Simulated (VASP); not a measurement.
## Ge: single point with PBE

Crystal: Ge.

```xyz
2
Lattice="0.0000 2.8860 2.8860 2.8860 0.0000 2.8860 2.8860 2.8860 0.0000" Properties=species:S:1:pos:R:3 pbc="T T T"
Ge    2.8860    2.8860    2.8860
Ge    4.3290    4.3290    4.3290
```

```json
{
  "Program": "VASP 6.6.1",
  "Task": "single point",
  "Functional": "PBE",
  "Potentials or basis": "VASP PAW PBE potentials, release 64 (Ge_d)",
  "Cutoff": "520 eV",
  "k mesh": "10 × 10 × 10",
  "Occupations": "gaussian, width 0.2 eV",
  "Spin": "no spin polarisation"
}
```

| Property | Result |
| --- | --- |
| Pressure | -0.4 GPa |
| Band gap on the k mesh | zero (filled and empty bands touch) |

Levels at points of the mesh, in eV from the Fermi level:
| k point | band 11 | band 12 | band 13 | band 14 | band 15 | band 16 | band 17 | band 18 |
| --- | --- | --- | --- | --- | --- | --- | --- | --- |
| (0.00, 0.00, 0.00) | -12.30 | -0.47 | 0.03 | 0.03 | 0.03 | 2.55 | 2.55 | 2.55 |
| (0.50, 0.00, 0.00) | -10.36 | -7.31 | -1.29 | -1.29 | 0.04 | 3.74 | 3.74 | 7.12 |
| (0.50, 0.50, 0.00) | -8.64 | -8.64 | -2.84 | -2.84 | 0.85 | 0.85 | 9.05 | 9.05 |

It took 43 s on 1 thread of Intel Xeon 6975P-C, with other jobs on the host, peak memory 0.18 GiB.
